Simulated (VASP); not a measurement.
Crystal: ZnO.

```
Zn O
1.0
     3.20539    0.00000    0.00000
    -1.60270    2.77595    0.00000
     0.00000    0.00000    5.13535
Zn O
2 2
Direct
  0.66667 0.33333 0.00000
  0.33333 0.66667 0.50000
  0.33333 0.66667 0.87901
  0.66667 0.33333 0.37901
```

Base run:

* Program: VASP 6.6.1
* Functional: PBE
* Dispersion: D3(BJ)
* Potentials or basis: VASP PAW PBE potentials, release 64 (Zn, O)
* Cutoff: 520 eV
* k mesh: 9 × 9 × 5
* Occupations: fermi-dirac, width 0.05 eV
* Spin: no spin polarisation

Its results: band gap on the k mesh 0.85 eV; pressure 9.5 GPa; largest force 0.088 eV/Å.

Question: The run is repeated on the same cell with these changes: functional from PBE to r2SCAN; dispersion from D3(BJ) to rVV10. What comes out?

Answer: Band gap on the k mesh 1.24 eV; pressure 5.2 GPa; largest force 0.088 eV/Å.

Several settings changed at once.

Caveats: the cell stands under pressure; the PAW data sets were made with another functional, which shifts forces and pressure a little (at least some runs).

